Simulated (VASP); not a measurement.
# W (Im-3m) in VASP: further runs

Runs on W. Level: PBE. Tasks: elastic constants.

Everything below comes from runs of VASP 6.6.1. Logs are shortened: lines on timing, memory, paths and dates and some standing lists are left out, and cuts for length are marked.

### Step 1. The cell of the first run

The structure is cubic, space group Im-3m (No. 229). Conventional cell: a = 3.177 Å, b = 3.177 Å, c = 3.177 Å, α = 90.00°, β = 90.00°, γ = 90.00°. W (site symmetry m-3m) has 14 W at 2.75 to 3.18 Å within 3.6 Å.

### Step 2. Elastic constants, PBE

File INCAR:

```
ALGO = Normal ; EDIFF = 1E-8
ENCUT = 600 ; GGA = PE
IBRION = 6 ; ISIF = 3
ISMEAR = 0 ; LASPH = T
LCHARG = T ; LREAL = F
LWAVE = F ; NELM = 60
NFREE = 2 ; NSW = 1
POTIM = 0.015 ; PREC = Accurate
SIGMA = 0.1
```

File KPOINTS:

```
k-points
0
Gamma
  6 6 6
```

File POSCAR:

```
W
1.0
   -1.5886147200      1.5886147200      1.5886147200
    1.5886147200     -1.5886147200      1.5886147200
    1.5886147200      1.5886147200     -1.5886147200
W
1
Direct
    0.0000000000      0.0000000000      0.0000000000
```

Potentials or basis: VASP PAW PBE potentials, release 64 (W_sv).

Launch:

```console
$ cat potpaw_PBE.64/W_sv/POTCAR > POTCAR
$ mpirun -np 1 vasp_std > vasp.out
```

OUTCAR:

```text
EDIFF = 1E-8
   ENCUT = 600
   GGA = PE
   IBRION = 6
   ISIF = 3
   ISMEAR = 0
   LASPH = T
   LREAL = F
   NELM = 60
   NFREE = 2
   NSW = 1
   POTIM = 0.015
   PREC = Accurate

 ion  position               nearest neighbor table
   1  0.000  0.000  0.000-

  LATTYP: Found a body centered cubic cell.
 ALAT       =     3.1772294400

  Lattice vectors:

 A1 = (  -1.5886147200,   1.5886147200,   1.5886147200)
 A2 = (   1.5886147200,  -1.5886147200,   1.5886147200)
 A3 = (   1.5886147200,   1.5886147200,  -1.5886147200)

Analysis of symmetry for initial positions (statically):
=====================================================================
 Subroutine PRICEL returns:
 Original cell was already a primitive cell.

 Routine SETGRP: Setting up the symmetry group for a
 body centered cubic supercell.

 Subroutine GETGRP returns: Found 48 space group operations
 (whereof 48 operations were pure point group operations)
 out of a pool of 48 trial point group operations.

The static configuration has the point symmetry O_h .

Analysis of symmetry for dynamics (positions and initial velocities):
=====================================================================
 Subroutine PRICEL returns:
 Original cell was already a primitive cell.

 Routine SETGRP: Setting up the symmetry group for a
 body centered cubic supercell.

 Subroutine GETGRP returns: Found 48 space group operations
 (whereof 48 operations were pure point group operations)
 out of a pool of 48 trial point group operations.

The dynamic configuration has the point symmetry O_h .

 Subroutine INISYM returns: Found 48 space group operations
 (whereof 48 operations are pure point group operations),
 and found     1 'primitive' translations

----------------------------------------------------------------------------------------

                                     Primitive cell

  volume of cell :      16.0367

  direct lattice vectors                    reciprocal lattice vectors
    -1.588614720  1.588614720  1.588614720     0.000000000  0.314739624  0.314739624
     1.588614720 -1.588614720  1.588614720     0.314739624  0.000000000  0.314739624
     1.588614720  1.588614720 -1.588614720     0.314739624  0.314739624  0.000000000

  length of vectors
     2.751561409  2.751561409  2.751561409     0.445109045  0.445109045  0.445109045

  position of ions in fractional coordinates (direct lattice)
     0.000000000  0.000000000  0.000000000

  ion indices of the primitive-cell ions
   primitive index   ion index
                 1           1

----------------------------------------------------------------------------------------

 KPOINTS: k-points

Automatic generation of k-mesh.
 Grid dimensions read from file:
 generate k-points for:    6    6    6

 Generating k-lattice:

  Cartesian coordinates                     Fractional coordinates (reciprocal lattice)
     0.000000000  0.052456604  0.052456604     0.166666667  0.000000000  0.000000000
     0.052456604  0.000000000  0.052456604     0.000000000  0.166666667  0.000000000
     0.052456604  0.052456604  0.000000000     0.000000000  0.000000000  0.166666667

  Length of vectors
     0.074184841  0.074184841  0.074184841

  Shift w.r.t. Gamma in fractional coordinates (k-lattice)
     0.000000000  0.000000000  0.000000000

 Subroutine IBZKPT returns following result:
 ===========================================

 Found     16 irreducible k-points:

 Following reciprocal coordinates:
            Coordinates               Weight
  0.000000  0.000000  0.000000      1.000000
  0.166667  0.000000  0.000000     12.000000
  0.333333  0.000000  0.000000     12.000000
  0.500000  0.000000  0.000000      6.000000
  0.166667  0.166667  0.000000     24.000000
  0.333333  0.166667  0.000000     48.000000
[... 8 lines left out ...]
  0.500000  0.500000  0.333333     12.000000
  0.500000  0.500000  0.500000      1.000000
   k-points           NKPTS =     16   k-points in BZ     NKDIM =     16   number of bands    NBANDS=     11
   number of dos      NEDOS =    301   number of ions     NIONS =      1
   total plane-waves  NPLWV =  13824
   dimension x,y,z NGX =    24 NGY =   24 NGZ =   24
   dimension x,y,z NGXF=    48 NGYF=   48 NGZF=   48
   ions per type =               1
   NGX,Y,Z   is equivalent  to a cutoff of  14.50, 14.50, 14.50 a.u.
   NGXF,Y,Z  is equivalent  to a cutoff of  29.00, 29.00, 29.00 a.u.
 SYSTEM =  unknown system
   PREC   = accura    normal or accurate (medium, high low for compatibility)
   ISTART =      0    job   : 0-new  1-cont  2-samecut
   ICHARG =      2    charge: 1-file 2-atom 10-const
   ISPIN  =      1    spin polarized calculation?
   LNONCOLLINEAR =      F non collinear calculations
   LSORBIT =      F    spin-orbit coupling
   LASPH  =      T    aspherical Exc in radial PAW
   ENCUT  =  600.0 eV  44.10 Ry    6.64 a.u.   5.50  5.50  5.50*2*pi/ulx,y,z
   NELM   =     60;   NELMIN=  2; NELMDL= -5     # of ELM steps
   EDIFF  = 0.1E-07   stopping-criterion for ELM
   LREAL  =      F    real-space projection
   EDIFFG = 0.1E-06   stopping-criterion for IOM
   NSW    =     49    number of steps for IOM
   IBRION =      6    ionic relax: 0-MD 1-quasi-New 2-CG
   NFREE  =      2    steps in history (QN), initial steepest desc. (CG)
   ISIF   =      3    stress and relaxation
   ISYM   =      2    0-nonsym 1-usesym 2-fastsym
   POTIM  = 0.0150    time-step for ionic-motion
   TEBEG  =    0.0;   TEEND  =   0.0 temperature during run
   PSTRESS=    0.0 pullay stress
   NELECT =      14.0000    total number of electrons
   NUPDOWN=      -1.0000    fix difference up-down
   EMIN   =  10.00;   EMAX   =-10.00  energy-range for DOS
   EFERMI =   0.00;   METHOD = LEGACY
   ISMEAR =     0;   SIGMA  =   0.10  broadening in eV -4-tet -1-fermi 0-gaus
   EFERMI_NEDOS =   21; number of points for ismear=-14 and -15
   IALGO  =     38    algorithm
   IMIX   =      4    mixing-type and parameters
     AMIX     =   0.40;   BMIX     =  1.00
     AMIX_MAG =   1.60;   BMIX_MAG =  1.00
  volume/ion in A,a.u.               =      16.04       108.22
  Fermi-wavevector in a.u.,A,eV,Ry     =   1.564632  2.956726 33.308068  2.448074
  Thomas-Fermi vector in A             =   2.667227
   LORBIT       =      0    0 simple, 1 ext, 2 COOP (PROOUT), +10 PAW based schemes
   GGA     = PE    functional components
   LHFCALC =     F    Hartree Fock is set to
   AEXX    =    0.0000 exact exchange contribution
   IVDW    =     0    specifies the selected vdW correction
   LEPSILON=     F    determine dielectric tensor
   LRPA    =     F    only Hartree local field effects (RPA)
 finite differences with symmetry
 non-spin polarized calculation
 Gauss-broadening in eV      SIGMA  =   0.10
  energy-cutoff  :      600.00
  volume of cell :       16.04
 maximum number of plane-waves:       555
 NGX is ok and might be reduce to    24
   NGX = 11   NGY = 11   NGZ = 11

--------------------------------------- Ionic step        1  -------------------------------------------

 number of electron      14.0000002 magnetization

 Free energy of the ion-electron system (eV)
  ---------------------------------------------------
  ext. energy  EPLUGINS =         0.00000000
  ---------------------------------------------------
  free energy    TOTEN  =       -13.00074834 eV

  energy without entropy =      -12.99962224  energy(sigma->0) =      -13.00018529

------------------------ aborting loop because EDIFF is reached ----------------------------------------

  FORCE on cell =-STRESS in cart. coord.  units (eV):
  Direction    XX          YY          ZZ          XY          YZ          ZX
  --------------------------------------------------------------------------------------
  -------------------------------------------------------------------------------------
  Total        0.0599161      0.0599161      0.0599161      0.0000000     -0.0000000      0.0000000
  in kB        5.9860227      5.9860227      5.9860227      0.0000000     -0.0000000      0.0000000
  external PRESSURE =       5.9860227 kB  Pullay stress =       0.0000000 kB
[... 86 lines left out ...]
  FREE ENERGIE OF THE ION-ELECTRON SYSTEM (eV)
  ---------------------------------------------------
  free  energy   TOTEN  =       -12.9929696444 eV

  energy  without entropy=      -12.9907305319  energy(sigma->0) =      -12.99185009

[... ionic steps 4 to 12 ...]

--------------------------------------- Ionic step       13  -------------------------------------------

 number of electron      14.0000002 magnetization

------------------------ aborting loop because EDIFF is reached ----------------------------------------

  FORCE on cell =-STRESS in cart. coord.  units (eV):
  Direction    XX          YY          ZZ          XY          YZ          ZX
  --------------------------------------------------------------------------------------
  -------------------------------------------------------------------------------------
  Total        0.0690998      0.0523926      0.0709577      0.0000000      0.0000000      0.2177818
  in kB        6.9035382      5.2343725      7.0891535      0.0000000      0.0000000     21.7578762
  external PRESSURE =       6.4090214 kB  Pullay stress =       0.0000000 kB
[... 55 lines left out ...]
  energy  without entropy=      -12.9996220802  energy(sigma->0) =      -13.00018513

--------------------------------------- Ionic step       15  -------------------------------------------

 number of electron      14.0000001 magnetization

 Free energy of the ion-electron system (eV)
  ---------------------------------------------------
  ext. energy  EPLUGINS =         0.00000000
  ---------------------------------------------------
  free energy    TOTEN  =       -13.00074818 eV

  energy without entropy =      -12.99962208  energy(sigma->0) =      -13.00018513

 E-fermi :  11.4795     XC(G=0): -13.5670

 val. band max:       11.3444045122   @ k =   0.1667   0.0000   0.0000
 cond. band min:      11.6255779722   @ k =   0.5000   0.5000   0.1667
 fundamental gap:      0.2811734599
 Fermi energy:        11.4795499502

 k-point     1 :       0.0000    0.0000    0.0000
  band No.  band energies     occupation
      1     -62.8677      2.00000
      2     -26.4517      2.00000
      3     -26.4517      2.00000
      4     -26.4517      2.00000
      5       1.7013      2.00000
      6      10.0915      2.00000
      7      10.0915      2.00000
      8      10.0915      2.00000
      9      13.5325      0.00000
     10      13.5325      0.00000
     11      25.7629      0.00000
[... 236 lines left out ...]
  FREE ENERGIE OF THE ION-ELECTRON SYSTEM (eV)
  ---------------------------------------------------
  free  energy   TOTEN  =       -13.0007481833 eV

  energy  without entropy=      -12.9996220841  energy(sigma->0) =      -13.00018513

 INTERNAL STRAIN TENSORS FROM STRAINED CELLS
 ============================================

 INTERNAL STRAIN TENSOR FOR ION    1 for displacements in x,y,z  (eV/Angst):
          X           Y           Z          XY          YZ          ZX
  --------------------------------------------------------------------------------
  x    -0.00000    -0.00000    -0.00000     0.00000     0.00000    -0.00000
  y    -0.00000    -0.00000    -0.00000    -0.00000     0.00000    -0.00000
  z     0.00000    -0.00000    -0.00000     0.00000    -0.00000     0.00000

 INTERNAL STRAIN TENSORS FROM DISPLACED ATOMS
 ============================================

 INTERNAL STRAIN TENSOR FOR ION    1 for displacements in x,y,z  (eV/Angst):
          X           Y           Z          XY          YZ          ZX
  --------------------------------------------------------------------------------
  x     0.00000     0.00000     0.00000     0.00000     0.00000     0.00000
  y     0.00000     0.00000     0.00000     0.00000     0.00000     0.00000
  z     0.00000     0.00000     0.00000     0.00000     0.00000     0.00000

 Eigenvectors and eigenvalues of the dynamical matrix
 ----------------------------------------------------

   1 f/i=    0.000000 THz     0.000000 2PiTHz    0.000000 cm-1     0.000000 meV
             X         Y         Z           dx          dy          dz
      0.000000  0.000000  0.000000     0.066519   -0.997785    0.000000

   2 f/i=    0.000000 THz     0.000000 2PiTHz    0.000000 cm-1     0.000000 meV
             X         Y         Z           dx          dy          dz
      0.000000  0.000000  0.000000     0.000000    0.000000    1.000000

   3 f/i=    0.000000 THz     0.000000 2PiTHz    0.000000 cm-1     0.000000 meV
             X         Y         Z           dx          dy          dz
      0.000000  0.000000  0.000000     0.997785    0.066519    0.000000

--------------------------------------------------------------------------------------------------------

 ELASTIC MODULI CONTR FROM IONIC RELAXATION (kBar)
 Direction    XX          YY          ZZ          XY          YZ          ZX
 --------------------------------------------------------------------------------
 XX           0.0000      0.0000      0.0000      0.0000      0.0000      0.0000
 YY           0.0000      0.0000      0.0000      0.0000      0.0000      0.0000
 ZZ           0.0000      0.0000      0.0000      0.0000      0.0000      0.0000
 XY           0.0000      0.0000      0.0000      0.0000      0.0000      0.0000
 YZ           0.0000      0.0000      0.0000      0.0000      0.0000      0.0000
 ZX           0.0000      0.0000      0.0000      0.0000      0.0000      0.0000
 --------------------------------------------------------------------------------

 TOTAL ELASTIC MODULI (kBar)
 Direction    XX          YY          ZZ          XY          YZ          ZX
 --------------------------------------------------------------------------------
 XX        5798.4933   1748.8367   1748.8367      0.0000      0.0000      0.0000
 YY        1748.8367   5798.4933   1748.8367      0.0000      0.0000      0.0000
 ZZ        1748.8367   1748.8367   5798.4933     -0.0000      0.0000     -0.0000
 XY           0.0000      0.0000     -0.0000   1451.1983     -0.0000      0.0000
 YZ           0.0000      0.0000      0.0000     -0.0000   1451.1983      0.0000
 ZX           0.0000      0.0000     -0.0000      0.0000      0.0000   1451.1983
 --------------------------------------------------------------------------------
```

Wall time 2.4 min (1 thread of AMD EPYC 7R43 (Zen 3), shared host); peak memory 0.13 GiB.

What came out:

```
Elastic constants C11, C12, C44 : 580, 175, 145 GPa
Voigt bulk modulus              : 310 GPa
```

Elastic tensor in Voigt notation (GPa, in the Cartesian axes of the cell as first typed):
```
580 175 175   0   0   0
175 580 175   0   0   0
175 175 580   0   0   0
  0   0   0 145   0   0
  0   0   0   0 145   0
  0   0   0   0   0 145
```

Clamped-ion elastic tensor (GPa):
```
580 175 175   0   0   0
175 580 175   0   0   0
175 175 580   0   0   0
  0   0   0 145   0   0
  0   0   0   0 145   0
  0   0   0   0   0 145
```

Caveat: the k points lie up to 0.47 Å⁻¹ apart; spin-orbit coupling is left out, which moves the levels of the heavy elements.

### Step 3. Elastic constants, PBE

File INCAR:

```
PREC = Accurate
ENCUT = 600
EDIFF = 1E-8
ISMEAR = 0
SIGMA = 0.1
LREAL = F
LASPH = T
NELM = 100
ALGO = Normal
ISIF = 3
LWAVE = F
LCHARG = F
GGA = PE
IBRION = 6
NFREE = 2
POTIM = 0.015
NSW = 1
```

File KPOINTS:

```
regular mesh
0
Gamma
  12 12 12
```

POSCAR is that of step 2.

Potentials or basis: VASP PAW PBE potentials, release 64 (W_sv).

Launch:

```console
$ cat potpaw_PBE.64/W_sv/POTCAR > POTCAR
$ mpirun -np 1 vasp_std > vasp.out
```

Run time: 8 min. Hardware: 1 thread of AMD EPYC 7R43 (Zen 3), shared host; peak memory 0.27 GiB.

It converged, with:

- Elastic constants C11, C12, C44: 522, 206, 123 GPa
- Voigt bulk modulus: 311 GPa

Elastic tensor in Voigt notation (GPa, in the Cartesian axes of the cell as first typed):
```
522 206 206   0   0   0
206 522 206   0   0   0
206 206 522   0   0   0
  0   0   0 123   0   0
  0   0   0   0 123   0
  0   0   0   0   0 123
```

Clamped-ion elastic tensor (GPa):
```
522 206 206   0   0   0
206 522 206   0   0   0
206 206 522   0   0   0
  0   0   0 123   0   0
  0   0   0   0 123   0
  0   0   0   0   0 123
```

Caveat: the cell is under stress, which shifts elastic constants; spin-orbit coupling is left out, which moves the levels of the heavy elements.
